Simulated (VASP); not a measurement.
Here is a VASP 6.6.1 calculation.

Contents of INCAR:

```
SYSTEM = Ta3AsAu2O13
PREC = Accurate
ENCUT = 520
EDIFF = 1E-6
ISMEAR = -1
SIGMA = 0.05
LREAL = Auto
LASPH = .True.
NELM = 60
ALGO = Normal
ISIF = 2
LWAVE = .False.
LCHARG = .False.
GGA = PS
NBANDS = 84
```

KPOINTS

```
Automatic mesh
0
Gamma
  2 2 2
  0 0 0
```

The input POSCAR:

```
Ta3AsAu2O13
1.0
    5.1794559234      2.9903586378      4.0611285000
   -5.1794559234      2.9903586378      4.0611285000
    0.0000000000     -5.9807221771      4.0611248909
Ta As Au O
3 1 2 13
Direct
    0.2305634885      0.5728986494      0.2305634885
    0.2305634885      0.2305634885      0.5728986494
    0.5728986494      0.2305634885      0.2305634885
    0.5616692793      0.5616692793      0.5616692793
    0.9677715634      0.9677715634      0.9677715634
    0.7542058329      0.7542058329      0.7542058329
    0.4101647302      0.6692056353      0.4101647302
    0.4101647302      0.4101647302      0.6692056353
    0.6692056353      0.4101647302      0.4101647302
    0.4957993341      0.0112718294      0.3589260758
    0.3589260758      0.4957993341      0.0112718294
    0.0112718294      0.3589260758      0.4957993341
    0.3589260758      0.0112718294      0.4957993341
    0.0112718294      0.4957993341      0.3589260758
    0.4957993341      0.3589260758      0.0112718294
    0.1077756096      0.7496583162      0.1077756096
    0.1077756096      0.1077756096      0.7496583162
    0.7496583162      0.1077756096      0.1077756096
    0.3077385881      0.3077385881      0.3077385881
```

Potentials or basis: VASP PAW PBE potentials, release 64 (Ta_pv, As, Au, O).

Launch:

```bash
$ cat potpaw_PBE.64/Ta_pv/POTCAR potpaw_PBE.64/As/POTCAR potpaw_PBE.64/Au/POTCAR potpaw_PBE.64/O/POTCAR > POTCAR
$ mpirun -np 1 vasp_std > vasp.out
```

Estimate the pressure.

0.8 GPa.

Predict the band gap on the k mesh.

1.18 eV (least direct gap 1.25 eV).

Forces on the atoms (eV/Å):
```
Ta   0.102 -0.059 -0.016
Ta   0.000  0.118 -0.016
Ta  -0.102 -0.059 -0.016
As   0.000  0.000  0.405
Au   0.000  0.000  0.034
Au   0.000  0.000  0.011
O   -0.170  0.098 -0.007
O    0.000 -0.196 -0.007
O    0.170  0.098 -0.007
O    0.160  0.092 -0.040
O   -0.160  0.093 -0.040
O    0.000 -0.185 -0.040
O    0.000 -0.185 -0.040
O   -0.160  0.092 -0.040
O    0.160  0.093 -0.040
O   -0.233  0.134 -0.042
O    0.000 -0.269 -0.042
O    0.233  0.134 -0.042
O    0.000  0.000 -0.014
```

Caveat: the k points lie up to 0.43 Å⁻¹ apart; the PAW data sets were made with another functional, which shifts forces and pressure a little; spin-orbit coupling is left out, which moves the levels of the heavy elements. A k mesh can miss the band edges.
